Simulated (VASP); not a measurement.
A run of VASP 6.6.1 is set up as follows.

INCAR

```
  PREC = Accurate
  ENCUT = 520
  EDIFF = 1E-6
  ISMEAR = -1
  SIGMA = 0.08
  LREAL = False
  LASPH = True
  NELM = 60
  ALGO = Normal
  ISIF = 2
  LWAVE = False
  LCHARG = True
  LELF = True
  LVHAR = True
  NBANDS = 13
```

Contents of KPOINTS:

```
regular mesh
0
Gamma
  12 12 12
```

POSCAR

```
BePd
1.0
    2.7555757238      0.0000000000      0.0000000000
    0.0000000000      2.7555757238      0.0000000000
    0.0000000000      0.0000000000      2.7555757238
Be Pd
1 1
Direct
    0.0000000000      0.0000000000      0.0000000000
    0.5000000000      0.5000000000      0.5000000000
```

Potentials or basis: VASP PAW LDA potentials, release 64 (Be, Pd).

Launch:

```bash
$ cat potpaw_LDA.64/Be/POTCAR potpaw_LDA.64/Pd/POTCAR > POTCAR
$ mpirun -np 1 vasp_std > vasp.out
```

Question: Predict the pressure.

Answer: 4.8 GPa.

Question: Predict the band gap on the k mesh.

Answer: Zero (band 6 reaches 15.70 eV, above the bottom of band 7 at 9.33 eV).
